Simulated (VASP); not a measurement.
# Cr (I4/mmm) in VASP: further runs

Runs on Cr. Level: PBE. Tasks: single point.

Program: VASP 6.6.1. These are calculated values, not measurements. Logs are shortened: lines on timing, memory, paths and dates and some standing lists are left out, and cuts for length are marked.

**1. The cell of the first run**

Symmetry: I4/mmm, No. 139, tetragonal system. The conventional cell has a = 2.884 Å, b = 2.884 Å, c = 2.740 Å, α = 90.00°, β = 90.00°, γ = 90.00°. Cr (site symmetry 4/mmm) has 14 Cr at 2.46 to 2.88 Å within 3.2 Å.

**2. Single point, PBE (strain -0.0500 x Voigt [1, 0, 0, 0, 0, 0])**

INCAR

```
ALGO = Fast
EDIFF = 1E-6
ENCUT = 520
GGA = PE
ISIF = 2
ISMEAR = 0
LASPH = True
LCHARG = False
LREAL = False
LWAVE = False
NBANDS = 12
NELM = 100
PREC = Accurate
SIGMA = 0.15
```

KPOINTS

```
k-points
0
Gamma
  24 24 24
```

POSCAR

```
Cr
1.0
   -1.3698525000      1.4419500000      1.4419500000
    1.3698525000     -1.4419500000      1.4419500000
    1.3698525000      1.4419500000     -1.4419500000
Cr
1
Direct
    0.0000000000      0.0000000000      0.0000000000
```

Potentials or basis: VASP PAW PBE potentials, release 64 (Cr_pv).

Started as:

```bash
cat potpaw_PBE.64/Cr_pv/POTCAR > POTCAR
mpirun -np 1 vasp_std > vasp.out
```

OUTCAR:

```text
EDIFF = 1E-6
   ENCUT = 520
   GGA = PE
   ISIF = 2
   ISMEAR = 0
   LASPH = True
   LREAL = False
   NELM = 100
   PREC = Accurate

 ion  position               nearest neighbor table
   1  0.000  0.000  0.000-

  LATTYP: Found a body centered tetragonal cell.
 ALAT       =     2.8839000000
 C/A-ratio  =     0.9500000000

  Lattice vectors:

 A1 = (  -1.3698525000,   1.4419500000,  -1.4419500000)
 A2 = (  -1.3698525000,  -1.4419500000,   1.4419500000)
 A3 = (   1.3698525000,   1.4419500000,   1.4419500000)

Analysis of symmetry for initial positions (statically):
=====================================================================
 Subroutine PRICEL returns:
 Original cell was already a primitive cell.

 Routine SETGRP: Setting up the symmetry group for a
 body centered tetragonal supercell.

 Subroutine GETGRP returns: Found 16 space group operations
 (whereof 16 operations were pure point group operations)
 out of a pool of 16 trial point group operations.

The static configuration has the point symmetry D_4h.

Analysis of symmetry for dynamics (positions and initial velocities):
=====================================================================
 Subroutine PRICEL returns:
 Original cell was already a primitive cell.

 Routine SETGRP: Setting up the symmetry group for a
 body centered tetragonal supercell.

 Subroutine GETGRP returns: Found 16 space group operations
 (whereof 16 operations were pure point group operations)
 out of a pool of 16 trial point group operations.

The dynamic configuration has the point symmetry D_4h.

 Subroutine INISYM returns: Found 16 space group operations
 (whereof 16 operations are pure point group operations),
 and found     1 'primitive' translations

----------------------------------------------------------------------------------------

                                     Primitive cell

  volume of cell :      11.3929

  direct lattice vectors                    reciprocal lattice vectors
    -1.369852500  1.441950000  1.441950000     0.000000000  0.346752661  0.346752661
     1.369852500 -1.441950000  1.441950000     0.365002801  0.000000000  0.346752661
     1.369852500  1.441950000 -1.441950000     0.365002801  0.346752661  0.000000000

  length of vectors
     2.456610567  2.456610567  2.456610567     0.490382316  0.503452533  0.503452533

  position of ions in fractional coordinates (direct lattice)
     0.000000000  0.000000000  0.000000000

  ion indices of the primitive-cell ions
   primitive index   ion index
                 1           1

----------------------------------------------------------------------------------------

 KPOINTS: k-points

Automatic generation of k-mesh.
 Grid dimensions read from file:
 generate k-points for:   24   24   24

 Generating k-lattice:

  Cartesian coordinates                     Fractional coordinates (reciprocal lattice)
     0.000000000  0.014448028  0.014448028     0.041666667  0.000000000  0.000000000
     0.015208450  0.000000000  0.014448028    -0.000000000  0.041666667  0.000000000
     0.015208450  0.014448028  0.000000000    -0.000000000  0.000000000  0.041666667

  Length of vectors
     0.020432597  0.020977189  0.020977189

  Shift w.r.t. Gamma in fractional coordinates (k-lattice)
     0.000000000  0.000000000  0.000000000

 Subroutine IBZKPT returns following result:
 ===========================================

 Found   1063 irreducible k-points:

 Following reciprocal coordinates:
            Coordinates               Weight
  0.000000  0.000000  0.000000      1.000000
  0.041667  0.000000  0.000000      4.000000
  0.083333  0.000000  0.000000      4.000000
  0.125000  0.000000  0.000000      4.000000
  0.166667  0.000000  0.000000      4.000000
  0.208333  0.000000  0.000000      4.000000
[... 16 lines left out ...]
  0.375000  0.041667  0.000000     16.000000
  0.416667  0.041667  0.000000     16.000000
 [... further k-points ...]
   k-points           NKPTS =   1063   k-points in BZ     NKDIM =   1063   number of bands    NBANDS=     12
   number of dos      NEDOS =    301   number of ions     NIONS =      1
   total plane-waves  NPLWV =   5832
   dimension x,y,z NGX =    18 NGY =   18 NGZ =   18
   dimension x,y,z NGXF=    36 NGYF=   36 NGZF=   36
   ions per type =               1
   NGX,Y,Z   is equivalent  to a cutoff of  12.18, 12.18, 12.18 a.u.
   NGXF,Y,Z  is equivalent  to a cutoff of  24.36, 24.36, 24.36 a.u.
 SYSTEM =  unknown system
   PREC   = accura    normal or accurate (medium, high low for compatibility)
   ISTART =      0    job   : 0-new  1-cont  2-samecut
   ICHARG =      2    charge: 1-file 2-atom 10-const
   ISPIN  =      1    spin polarized calculation?
   LNONCOLLINEAR =      F non collinear calculations
   LSORBIT =      F    spin-orbit coupling
   LASPH  =      T    aspherical Exc in radial PAW
   ENCUT  =  520.0 eV  38.22 Ry    6.18 a.u.   4.57  4.57  4.57*2*pi/ulx,y,z
   NELM   =    100;   NELMIN=  2; NELMDL= -5     # of ELM steps
   EDIFF  = 0.1E-05   stopping-criterion for ELM
   LREAL  =      F    real-space projection
   EDIFFG = 0.1E-04   stopping-criterion for IOM
   NSW    =      0    number of steps for IOM
   IBRION =     -1    ionic relax: 0-MD 1-quasi-New 2-CG
   NFREE  =      0    steps in history (QN), initial steepest desc. (CG)
   ISIF   =      2    stress and relaxation
   ISYM   =      2    0-nonsym 1-usesym 2-fastsym
   POTIM  = 0.5000    time-step for ionic-motion
   TEBEG  =    0.0;   TEEND  =   0.0 temperature during run
   PSTRESS=    0.0 pullay stress
   NELECT =      12.0000    total number of electrons
   NUPDOWN=      -1.0000    fix difference up-down
   EMIN   =  10.00;   EMAX   =-10.00  energy-range for DOS
   EFERMI =   0.00;   METHOD = LEGACY
   ISMEAR =     0;   SIGMA  =   0.15  broadening in eV -4-tet -1-fermi 0-gaus
   EFERMI_NEDOS =   21; number of points for ismear=-14 and -15
   IALGO  =     68    algorithm
   IMIX   =      4    mixing-type and parameters
     AMIX     =   0.40;   BMIX     =  1.00
     AMIX_MAG =   1.60;   BMIX_MAG =  1.00
  volume/ion in A,a.u.               =      11.39        76.88
  Fermi-wavevector in a.u.,A,eV,Ry     =   1.665676  3.147671 37.749042  2.774476
  Thomas-Fermi vector in A             =   2.752005
   LORBIT       =      0    0 simple, 1 ext, 2 COOP (PROOUT), +10 PAW based schemes
   GGA     = PE    functional components
   LHFCALC =     F    Hartree Fock is set to
   AEXX    =    0.0000 exact exchange contribution
   IVDW    =     0    specifies the selected vdW correction
   LEPSILON=     F    determine dielectric tensor
   LRPA    =     F    only Hartree local field effects (RPA)
 non-spin polarized calculation
 RMM-DIIS sequential band-by-band and
 Gauss-broadening in eV      SIGMA  =   0.15
  energy-cutoff  :      520.00
  volume of cell :       11.39
 maximum number of plane-waves:       321
   NGX =  9   NGY =  9   NGZ =  9

 number of electron      12.0000003 magnetization

 Free energy of the ion-electron system (eV)
  ---------------------------------------------------
  ext. energy  EPLUGINS =         0.00000000
  ---------------------------------------------------
  free energy    TOTEN  =        -9.49587601 eV

  energy without entropy =       -9.48819815  energy(sigma->0) =       -9.49203708

 E-fermi :  11.1830     XC(G=0): -13.7533

 val. band max:       11.1816346192   @ k =   0.2917  -0.1667   0.0833
 cond. band min:      11.1830728299   @ k =   0.2083  -0.1250   0.0833
 fundamental gap:      0.0014382107
 Fermi energy:        11.1830178319

 k-point     1 :       0.0000    0.0000    0.0000
  band No.  band energies     occupation
      1     -31.5430      2.00000
      2     -31.5430      2.00000
      3     -31.5133      2.00000
      4       3.2651      2.00000
      5       9.9598      2.00000
      6      10.4106      2.00000
      7      10.4106      2.00000
      8      12.0751      0.00000
      9      12.5481      0.00000
     10      18.2905      0.00000
     11      33.1940      0.00000
     12      33.1941      0.00000

 k-point     2 :       0.0417    0.0000    0.0000
  band No.  band energies     occupation
      1     -31.5602      2.00000
      2     -31.5428      2.00000
      3     -31.5181      2.00000
      4       3.3401      2.00000
      5       9.9599      2.00000
      6      10.3843      2.00000
      7      10.4612      2.00000
      8      12.0401      0.00000
      9      12.5447      0.00000
     10      18.2905      0.00000
     11      33.0247      0.00000
     12      33.1972      0.00000

 k-point     3 :       0.0833    0.0000    0.0000
  band No.  band energies     occupation
      1     -31.6102      2.00000
      2     -31.5419      2.00000
      3     -31.5319      2.00000
      4       3.5614      2.00000
      5       9.9559      2.00000
      6      10.3078      2.00000
      7      10.6110      2.00000
      8      11.9470      0.00000
      9      12.5354      0.00000
     10      18.2905      0.00000
     11      32.5137      0.00000
     12      33.1756      0.00000
[... 286 lines left out ...]
 k-point    23 :       0.3750    0.0417    0.0000
  band No.  band energies     occupation
      1     -32.4043      2.00000
      2     -31.7637      2.00000
      3     -31.5355      2.00000
      4       6.7218      2.00000
      5       9.1595      2.00000
      6      10.7975      1.99972
      7      11.9818      0.00000
      8      12.5763      0.00000
      9      13.6795      0.00000
     10      18.2873      0.00000
     11      22.6170      0.00000
     12      29.3253      0.00000

 k-point    24 :       0.4167    0.0417    0.0000
  band No.  band energies     occupation
      1     -32.4634      2.00000
      2     -31.7818      2.00000
      3     -31.5345      2.00000
      4       6.7546      2.00000
      5       9.0787      2.00000
      6      11.3108      0.22817
      7      12.0269      0.00000
      8      12.6374      0.00000
      9      13.9961      0.00000
     10      18.2856      0.00000
     11      21.5868      0.00000
     12      29.0009      0.00000

 [... further k-points ...]

------------------------ aborting loop because EDIFF is reached ----------------------------------------

  FORCE on cell =-STRESS in cart. coord.  units (eV):
  Direction    XX          YY          ZZ          XY          YZ          ZX
  --------------------------------------------------------------------------------------
  -------------------------------------------------------------------------------------
  Total        1.1783307     -0.1726736     -0.1726736      0.0000000      0.0000000      0.0000000
  in kB      165.7080412    -24.2829931    -24.2829931      0.0000000      0.0000000      0.0000000
  external PRESSURE =      39.0473516 kB  Pullay stress =       0.0000000 kB

 VOLUME and BASIS-vectors are now :
 -----------------------------------------------------------------------------
  energy-cutoff  :      520.00
  volume of cell :       11.39
      direct lattice vectors                 reciprocal lattice vectors
    -1.369852500  1.441950000  1.441950000     0.000000000  0.346752661  0.346752661
     1.369852500 -1.441950000  1.441950000     0.365002801  0.000000000  0.346752661
     1.369852500  1.441950000 -1.441950000     0.365002801  0.346752661  0.000000000

 POSITION                                       TOTAL-FORCE (eV/Angst)
 -----------------------------------------------------------------------------------
      0.00000      0.00000      0.00000        -0.000000     -0.000000     -0.000000
 -----------------------------------------------------------------------------------
    total drift:                                0.000000     -0.000000      0.000000

  FREE ENERGIE OF THE ION-ELECTRON SYSTEM (eV)
  ---------------------------------------------------
  free  energy   TOTEN  =        -9.4958760146 eV

  energy  without entropy=       -9.4881981453  energy(sigma->0) =       -9.49203708
```

Wall time 46 s (1 thread of AMD EPYC 9R45 (Zen 5), shared host); peak memory 0.21 GiB.

Results:

| Quantity | Value |
| --- | --- |
| Free energy | -9.4959 eV |
| Pressure | 3.9 GPa |
| Band gap on the k mesh | zero (bands 6 and 7 overlap by 3.31 eV) |

Caveat: the cell differs from its parent crystal (strain -0.0500 x Voigt [1, 0, 0, 0, 0, 0]); the stress differs along the axes, from -2 to 17 GPa; the run has no spin polarisation, though such a crystal can be magnetic. Spin polarisation is off, so any magnetic state and its effect on volume and gap are missing.

**3. Single point, PBE (strain +0.0250 x Voigt [1, 0, 0, 0, 0, 0])**

INCAR

```
  ALGO = Fast
  EDIFF = 1E-6
  ENCUT = 520
  GGA = PE
  ISIF = 2
  ISMEAR = 0
  LASPH = True
  LCHARG = False
  LREAL = False
  LWAVE = False
  NBANDS = 12
  NELM = 60
  PREC = Accurate
  SIGMA = 0.15
```

KPOINTS is that of step 2.

POSCAR

```
Cr
1.0
   -1.4779987500      1.4419500000      1.4419500000
    1.4779987500     -1.4419500000      1.4419500000
    1.4779987500      1.4419500000     -1.4419500000
Cr
1
Direct
    0.0000000000      0.0000000000      0.0000000000
```

Potentials or basis: VASP PAW PBE potentials, release 64 (Cr_pv).

Started as:

```bash
cat potpaw_PBE.64/Cr_pv/POTCAR > POTCAR
mpirun -np 1 vasp_std > vasp.out
```

It took 57 s on 1 thread of AMD EPYC 9R45 (Zen 5), shared host; peak memory 0.22 GiB.

It converged, with:

```yaml
Free_energy: -9.4796 eV
Pressure: -14.4 GPa
Band_gap_on_the_k_mesh: zero (bands 6 and 7 overlap by 2.93 eV)
```

Stress tensor (GPa, compression positive):
```
-19.26   0.00   0.00
  0.00 -11.93   0.00
  0.00   0.00 -11.93
```

Levels at points of the mesh, in eV from the Fermi level:
| k point | band 4 | band 5 | band 6 | band 7 | band 8 | band 9 |
| --- | --- | --- | --- | --- | --- | --- |
| (0.00, 0.00, 0.00) | -7.63 | -0.90 | -0.90 | -0.72 | 0.95 | 1.14 |
| (0.50, 0.00, 0.00) | -4.15 | -2.40 | 1.11 | 1.17 | 1.42 | 2.60 |
| (0.00, 0.50, 0.00) | -4.13 | -2.18 | 0.90 | 0.94 | 1.35 | 2.57 |
| (0.50, 0.50, 0.50) | -3.98 | -3.91 | 2.20 | 2.24 | 2.24 | 7.06 |

Caveat: the cell differs from its parent crystal (strain +0.0250 x Voigt [1, 0, 0, 0, 0, 0]); the stress differs along the axes, from -19 to -12 GPa; the run has no spin polarisation, though such a crystal can be magnetic.
